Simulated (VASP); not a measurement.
# AlPt (Pm-3m) in VASP: single point with r2SCAN

Aim: the single point of AlPt with r2SCAN.

Program: VASP 6.6.1. These are calculated values, not measurements. Logs are shortened: lines on timing, memory, paths and dates and some standing lists are left out, and cuts for length are marked.

## (1) The cell of the first run

The structure is cubic, space group Pm-3m (No. 221). Conventional cell: a = 3.092 Å, b = 3.092 Å, c = 3.092 Å, α = 90.00°, β = 90.00°, γ = 90.00°. Al (site symmetry m-3m) has 8 Pt at 2.68 Å and 6 Al at 3.09 Å within 3.5 Å. Within 3.5 Å of Pt (site symmetry m-3m) lie 8 Al at 2.68 Å and 6 Pt at 3.09 Å.

## (2) Single point, r2SCAN

File POSCAR:

```
AlPt
1.0
    3.0915460000      0.0000000000      0.0000000000
    0.0000000000      3.0915460000      0.0000000000
    0.0000000000      0.0000000000      3.0915460000
Al Pt
1 1
Direct
    0.0000000000      0.0000000000      0.0000000000
    0.5000000000      0.5000000000      0.5000000000
```

File INCAR.step1:

```
SYSTEM = AlPt
PREC     = Accurate       ! precision mode
ENCUT    = 520            ! plane-wave cutoff, eV
ISMEAR   = 0              ! smearing method
SIGMA    = 0.1            ! smearing width, eV
LREAL    = .False.        ! projectors in reciprocal space
LASPH    = .True.         ! aspherical terms in the spheres
NELM     = 100            ! most SCF steps
NBANDS   = 14             ! bands
GGA      = PE             ! functional
ALGO     = Normal         ! electronic algorithm
EDIFF    = 1E-4           ! SCF threshold, eV
LWAVE    = .True.         ! write WAVECAR
LCHARG   = .False.        ! write CHGCAR
```

File INCAR.step2:

```
SYSTEM = AlPt
PREC     = Accurate       ! precision mode
ENCUT    = 520            ! plane-wave cutoff, eV
EDIFF    = 1E-6           ! SCF threshold, eV
ISMEAR   = 0              ! smearing method
SIGMA    = 0.1            ! smearing width, eV
LREAL    = .False.        ! projectors in reciprocal space
LASPH    = .True.         ! aspherical terms in the spheres
NELM     = 100            ! most SCF steps
ALGO     = Normal         ! electronic algorithm
ISIF     = 2              ! what is computed and relaxed
LWAVE    = .False.        ! write WAVECAR
LCHARG   = .False.        ! write CHGCAR
METAGGA  = R2SCAN         ! meta-GGA
LMIXTAU  = .True.       
NBANDS   = 14             ! bands
ISTART   = 1
```

File KPOINTS:

```
Automatic mesh
0
Gamma
  6 6 6
  0 0 0
```

Potentials or basis: VASP PAW PBE potentials, release 64 (Al, Pt).

On the command line:

```sh
cat potpaw_PBE.64/Al/POTCAR potpaw_PBE.64/Pt/POTCAR > POTCAR
cp INCAR.step1 INCAR
mpirun -np 1 vasp_std > vasp.out
cp INCAR.step2 INCAR
mpirun -np 1 vasp_std > vasp.out
```

OUTCAR:

```text
SYSTEM = AlPt
   PREC = Accurate
   ENCUT = 520
   EDIFF = 1E-6
   ISMEAR = 0
   LREAL = .False.
   LASPH = .True.
   NELM = 100
   ISIF = 2
   METAGGA = R2SCAN
   ISTART = 1

 ion  position               nearest neighbor table
   1  0.000  0.000  0.000-   2 2.68   2 2.68   2 2.68   2 2.68   2 2.68   2 2.68   2 2.68   2 2.68

   2  0.500  0.500  0.500-   1 2.68   1 2.68   1 2.68   1 2.68   1 2.68   1 2.68   1 2.68   1 2.68

  LATTYP: Found a simple cubic cell.
 ALAT       =     3.0915460000

  Lattice vectors:

 A1 = (   3.0915460000,   0.0000000000,   0.0000000000)
 A2 = (   0.0000000000,   3.0915460000,   0.0000000000)
 A3 = (   0.0000000000,   0.0000000000,   3.0915460000)

Analysis of symmetry for initial positions (statically):
=====================================================================
 Subroutine PRICEL returns:
 Original cell was already a primitive cell.

 Routine SETGRP: Setting up the symmetry group for a
 simple cubic supercell.

 Subroutine GETGRP returns: Found 48 space group operations
 (whereof 48 operations were pure point group operations)
 out of a pool of 48 trial point group operations.

The static configuration has the point symmetry O_h .

Analysis of symmetry for dynamics (positions and initial velocities):
=====================================================================
 Subroutine PRICEL returns:
 Original cell was already a primitive cell.

 Routine SETGRP: Setting up the symmetry group for a
 simple cubic supercell.

 Subroutine GETGRP returns: Found 48 space group operations
 (whereof 48 operations were pure point group operations)
 out of a pool of 48 trial point group operations.

The dynamic configuration has the point symmetry O_h .

 Subroutine INISYM returns: Found 48 space group operations
 (whereof 48 operations are pure point group operations),
 and found     1 'primitive' translations

----------------------------------------------------------------------------------------

                                     Primitive cell

  volume of cell :      29.5479

  direct lattice vectors                    reciprocal lattice vectors
     3.091546000  0.000000000  0.000000000     0.323462759  0.000000000  0.000000000
     0.000000000  3.091546000  0.000000000     0.000000000  0.323462759  0.000000000
     0.000000000  0.000000000  3.091546000     0.000000000  0.000000000  0.323462759

  length of vectors
     3.091546000  3.091546000  3.091546000     0.323462759  0.323462759  0.323462759

  position of ions in fractional coordinates (direct lattice)
     0.000000000  0.000000000  0.000000000
     0.500000000  0.500000000  0.500000000

  ion indices of the primitive-cell ions
   primitive index   ion index
                 1           1
                 2           2

----------------------------------------------------------------------------------------

 KPOINTS: Automatic mesh

Automatic generation of k-mesh.
 Grid dimensions read from file:
 generate k-points for:    6    6    6

 Generating k-lattice:

  Cartesian coordinates                     Fractional coordinates (reciprocal lattice)
     0.053910460  0.000000000  0.000000000     0.166666667  0.000000000  0.000000000
     0.000000000  0.053910460  0.000000000     0.000000000  0.166666667  0.000000000
     0.000000000  0.000000000  0.053910460     0.000000000  0.000000000  0.166666667

  Length of vectors
     0.053910460  0.053910460  0.053910460

  Shift w.r.t. Gamma in fractional coordinates (k-lattice)
     0.000000000  0.000000000  0.000000000

 Subroutine IBZKPT returns following result:
 ===========================================

 Found     20 irreducible k-points:

 Following reciprocal coordinates:
            Coordinates               Weight
  0.000000  0.000000  0.000000      1.000000
  0.166667  0.000000  0.000000      6.000000
  0.333333  0.000000  0.000000      6.000000
  0.500000  0.000000  0.000000      3.000000
  0.166667  0.166667  0.000000     12.000000
  0.333333  0.166667  0.000000     24.000000
[... 12 lines left out ...]
  0.500000  0.500000  0.333333      6.000000
  0.500000  0.500000  0.500000      1.000000
   k-points           NKPTS =     20   k-points in BZ     NKDIM =     20   number of bands    NBANDS=     14
   number of dos      NEDOS =    301   number of ions     NIONS =      2
   total plane-waves  NPLWV =  13824
   dimension x,y,z NGX =    24 NGY =   24 NGZ =   24
   dimension x,y,z NGXF=    48 NGYF=   48 NGZF=   48
   ions per type =               1   1
   NGX,Y,Z   is equivalent  to a cutoff of  12.91, 12.91, 12.91 a.u.
   NGXF,Y,Z  is equivalent  to a cutoff of  25.81, 25.81, 25.81 a.u.
 SYSTEM =  AlPt
   PREC   = accura    normal or accurate (medium, high low for compatibility)
   ISTART =      1    job   : 0-new  1-cont  2-samecut
   ICHARG =      0    charge: 1-file 2-atom 10-const
   ISPIN  =      1    spin polarized calculation?
   LNONCOLLINEAR =      F non collinear calculations
   LSORBIT =      F    spin-orbit coupling
   LASPH  =      T    aspherical Exc in radial PAW
   ENCUT  =  520.0 eV  38.22 Ry    6.18 a.u.   5.75  5.75  5.75*2*pi/ulx,y,z
   NELM   =    100;   NELMIN=  2; NELMDL=  0     # of ELM steps
   EDIFF  = 0.1E-05   stopping-criterion for ELM
   LREAL  =      F    real-space projection
   EDIFFG = 0.1E-04   stopping-criterion for IOM
   NSW    =      0    number of steps for IOM
   IBRION =     -1    ionic relax: 0-MD 1-quasi-New 2-CG
   NFREE  =      0    steps in history (QN), initial steepest desc. (CG)
   ISIF   =      2    stress and relaxation
   ISYM   =      2    0-nonsym 1-usesym 2-fastsym
   POTIM  = 0.5000    time-step for ionic-motion
   TEBEG  =    0.0;   TEEND  =   0.0 temperature during run
   PSTRESS=    0.0 pullay stress
   NELECT =      13.0000    total number of electrons
   NUPDOWN=      -1.0000    fix difference up-down
   EMIN   =  10.00;   EMAX   =-10.00  energy-range for DOS
   EFERMI =   0.00;   METHOD = LEGACY
   ISMEAR =     0;   SIGMA  =   0.10  broadening in eV -4-tet -1-fermi 0-gaus
   EFERMI_NEDOS =   21; number of points for ismear=-14 and -15
   IALGO  =     38    algorithm
   IMIX   =      4    mixing-type and parameters
     AMIX     =   0.40;   BMIX     =  1.00
     AMIX_MAG =   1.60;   BMIX_MAG =  1.00
  volume/ion in A,a.u.               =      14.77        99.70
  Fermi-wavevector in a.u.,A,eV,Ry     =   1.245127  2.352948 21.093665  1.550341
  Thomas-Fermi vector in A             =   2.379363
   LORBIT       =      0    0 simple, 1 ext, 2 COOP (PROOUT), +10 PAW based schemes
   METAGGA = R2SCAN    functional components
   LHFCALC =     F    Hartree Fock is set to
   AEXX    =    0.0000 exact exchange contribution
   IVDW    =     0    specifies the selected vdW correction
   LEPSILON=     F    determine dielectric tensor
   LRPA    =     F    only Hartree local field effects (RPA)
 non-spin polarized calculation
 Gauss-broadening in eV      SIGMA  =   0.10
  energy-cutoff  :      520.00
  volume of cell :       29.55
 maximum number of plane-waves:       840
 NGX is ok and might be reduce to    24
   NGX = 11   NGY = 11   NGZ = 11

 number of electron      12.9999997 magnetization

 Free energy of the ion-electron system (eV)
  ---------------------------------------------------
  ext. energy  EPLUGINS =         0.00000000
  ---------------------------------------------------
  free energy    TOTEN  =       -60.20135955 eV

  energy without entropy =      -60.19492152  energy(sigma->0) =      -60.19814054

 E-fermi :  10.6370     XC(G=0): -13.1288

 val. band max:       10.5605113437   @ k =   0.3333   0.1667   0.0000
 cond. band min:      10.6618685851   @ k =   0.3333   0.3333   0.0000
 fundamental gap:      0.1013572413
 Fermi energy:        10.6370155859

 k-point     1 :       0.0000    0.0000    0.0000
  band No.  band energies     occupation
      1      -1.4934      2.00000
      2       4.7909      2.00000
      3       4.7909      2.00000
      4       7.8831      2.00000
      5       7.8831      2.00000
      6       7.8831      2.00000
      7      14.8168      0.00000
      8      14.8168      0.00000
      9      14.8168      0.00000
     10      20.0760      0.00000
     11      20.0760      0.00000
     12      21.2641      0.00000
     13      29.3692      0.00000
     14      29.3692      0.00000

 k-point     2 :       0.1667    0.0000    0.0000
  band No.  band energies     occupation
      1      -0.9642      2.00000
      2       4.9320      2.00000
      3       4.9360      2.00000
      4       7.4321      2.00000
      5       7.4321      2.00000
      6       7.9328      2.00000
      7      12.5199      0.00000
      8      15.7177      0.00000
      9      15.7177      0.00000
     10      19.2054      0.00000
     11      20.7892      0.00000
     12      23.9327      0.00000
     13      27.1759      0.00000
     14      27.1759      0.00000

 k-point     3 :       0.3333    0.0000    0.0000
  band No.  band energies     occupation
      1       0.5034      2.00000
      2       4.6282      2.00000
      3       5.2505      2.00000
      4       6.7067      2.00000
      5       6.7067      2.00000
      6       8.0344      2.00000
      7      10.1696      2.00000
      8      17.7232      0.00000
      9      17.7765      0.00000
     10      17.7765      0.00000
     11      21.4469      0.00000
     12      23.8774      0.00000
     13      23.8774      0.00000
     14      25.8517      0.00000

 k-point     4 :       0.5000    0.0000    0.0000
  band No.  band energies     occupation
      1       2.1045      2.00000
      2       3.3315      2.00000
      3       5.4222      2.00000
      4       6.4002      2.00000
      5       6.4002      2.00000
      6       8.0863      2.00000
      7       9.6744      2.00000
      8      17.0594      0.00000
      9      19.6783      0.00000
     10      19.6783      0.00000
     11      21.5790      0.00000
     12      21.5790      0.00000
     13      22.2995      0.00000
     14      23.5503      0.00000

 k-point     5 :       0.1667    0.1667    0.0000
  band No.  band energies     occupation
      1      -0.4480      2.00000
      2       5.0242      2.00000
      3       5.1643      2.00000
      4       6.9111      2.00000
      5       7.4152      2.00000
      6       7.5844      2.00000
      7      13.0941      0.00000
      8      13.4447      0.00000
      9      16.5870      0.00000
     10      19.3252      0.00000
     11      22.6419      0.00000
[... 208 lines left out ...]
 k-point    18 :       0.5000    0.3333    0.3333
  band No.  band energies     occupation
      1       3.4637      2.00000
      2       4.3960      2.00000
      3       4.4809      2.00000
      4       7.5454      2.00000
      5       7.5527      2.00000
      6      10.1146      2.00000
      7      10.2965      2.00000
      8      13.6392      0.00000
      9      15.0678      0.00000
     10      16.4496      0.00000
     11      16.9434      0.00000
     12      19.8805      0.00000
     13      22.3249      0.00000
     14      30.2019      0.00000

 k-point    19 :       0.5000    0.5000    0.3333
  band No.  band energies     occupation
      1       3.5276      2.00000
      2       4.2643      2.00000
      3       4.2643      2.00000
      4       7.6565      2.00000
      5       9.2067      2.00000
      6      11.2381      0.00000
      7      11.2381      0.00000
      8      12.0281      0.00000
      9      12.5885      0.00000
     10      17.1913      0.00000
     11      18.5278      0.00000
     12      18.5278      0.00000
     13      18.9160      0.00000
     14      31.9763      0.00000

 k-point    20 :       0.5000    0.5000    0.5000
  band No.  band energies     occupation
      1       3.8813      2.00000
      2       3.8813      2.00000
      3       3.8813      2.00000
      4       9.2265      2.00000
      5       9.2265      2.00000
      6      11.7962      0.00000
      7      12.5173      0.00000
      8      12.5173      0.00000
      9      12.5173      0.00000
     10      15.7940      0.00000
     11      16.9736      0.00000
     12      16.9736      0.00000
     13      16.9736      0.00000
     14      35.1815      0.00000

------------------------ aborting loop because EDIFF is reached ----------------------------------------

  FORCE on cell =-STRESS in cart. coord.  units (eV):
  Direction    XX          YY          ZZ          XY          YZ          ZX
  --------------------------------------------------------------------------------------
  -------------------------------------------------------------------------------------
  Total       -0.8646766     -0.8646766     -0.8646766      0.0000000      0.0000000      0.0000000
  in kB      -46.8853476    -46.8853476    -46.8853476      0.0000000      0.0000000      0.0000000
  external PRESSURE =     -46.8853476 kB  Pullay stress =       0.0000000 kB

 VOLUME and BASIS-vectors are now :
 -----------------------------------------------------------------------------
  energy-cutoff  :      520.00
  volume of cell :       29.55
      direct lattice vectors                 reciprocal lattice vectors
     3.091546000  0.000000000  0.000000000     0.323462759  0.000000000  0.000000000
     0.000000000  3.091546000  0.000000000     0.000000000  0.323462759  0.000000000
     0.000000000  0.000000000  3.091546000     0.000000000  0.000000000  0.323462759

 POSITION                                       TOTAL-FORCE (eV/Angst)
 -----------------------------------------------------------------------------------
      0.00000      0.00000      0.00000         0.000000      0.000000      0.000000
      1.54577      1.54577      1.54577         0.000000      0.000000      0.000000
 -----------------------------------------------------------------------------------
    total drift:                                0.000000     -0.000000     -0.000000

  FREE ENERGIE OF THE ION-ELECTRON SYSTEM (eV)
  ---------------------------------------------------
  free  energy   TOTEN  =       -60.2013595521 eV

  energy  without entropy=      -60.1949215228  energy(sigma->0) =      -60.19814054
```

It took 41 s on 1 thread of Intel Xeon 8259CL, shared host; peak memory 0.12 GiB.

What came out:

```yaml
Free_energy: -60.2014 eV
Pressure: -4.7 GPa
```

Caveat: the PAW data sets were made with another functional, which shifts forces and pressure a little; spin-orbit coupling is left out, which moves the levels of the heavy elements.
